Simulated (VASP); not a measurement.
Write the native input for VASP 6.6.1 that does the following.

- Task: single point
- Functional: r2SCAN
- Potentials or basis: VASP PAW PBE potentials, release 64 (Pb_d, O)
- Cutoff: 520 eV
- k mesh: 9 × 9 × 4
- Occupations: fermi-dirac, width 0.02 eV
- Spin: no spin polarisation
- Dipole correction: no
- Further INCAR settings: ALGO = Normal; EDIFF = 1e-07; NBANDS = 28

PbO:

```
CELL_PARAMETERS angstrom
3.60177 0.00000 0.00000
-1.80089 3.11923 0.00000
0.00000 0.00000 6.53417
ATOMIC_POSITIONS crystal
Pb 0.00000 0.00000 0.00000
Pb 0.00000 0.00000 0.50000
O 0.33333 0.66667 0.25000
O 0.66667 0.33333 0.75000
```

This cell differs from its parent crystal: volume changed by +3%.

These files were run (other wordings do the same):

POSCAR

```
PbO
1.0
    3.6017722396      0.0000000000      0.0000000000
   -1.8008861198      3.1192262582      0.0000000000
    0.0000000000      0.0000000000      6.5341742999
Pb O
2 2
Direct
    0.0000000000      0.0000000000      0.0000000000
    0.0000000000      0.0000000000      0.5000000000
    0.3333333333      0.6666666667      0.2500000000
    0.6666666667      0.3333333333      0.7500000000
```

INCAR.step1

```
SYSTEM = PbO
ALGO = Normal
EDIFF = 1E-4
ENCUT = 520
GGA = PE
ISMEAR = -1
LASPH = .TRUE.
LCHARG = .FALSE.
LREAL = .FALSE.
LWAVE = .TRUE.
NBANDS = 28
NELM = 100
PREC = Accurate
SIGMA = 0.02
```

INCAR.step2

```
SYSTEM = PbO
ALGO = Normal
EDIFF = 1E-7
ENCUT = 520
ISIF = 2
ISMEAR = -1
ISTART = 1
LASPH = .TRUE.
LCHARG = .FALSE.
LMIXTAU = .TRUE.
LREAL = .FALSE.
LWAVE = .FALSE.
METAGGA = R2SCAN
NBANDS = 28
NELM = 100
PREC = Accurate
SIGMA = 0.02
```

KPOINTS

```
k-points
0
G
  9 9 4
  0 0 0
```

Potentials or basis: VASP PAW PBE potentials, release 64 (Pb_d, O).

Run with:

```bash
$ cat potpaw_PBE.64/Pb_d/POTCAR potpaw_PBE.64/O/POTCAR > POTCAR
$ cp INCAR.step1 INCAR
$ mpirun -np 1 vasp_std > vasp.out
$ cp INCAR.step2 INCAR
$ mpirun -np 1 vasp_std > vasp.out
```

Results of the run:

```json
{"Pressure": "-2.5 GPa", "Band gap on the k mesh": "0.25 eV, indirect (least direct gap 0.30 eV)"}
```

Caveat: the PAW data sets were made with another functional, which shifts forces and pressure a little; spin-orbit coupling is left out, which moves the levels of the heavy elements.

It took 5.3 min on 1 thread of Intel(R) Xeon(R) 6975P-C (Granite Rapids) (shared host), peak memory 0.23 GiB.
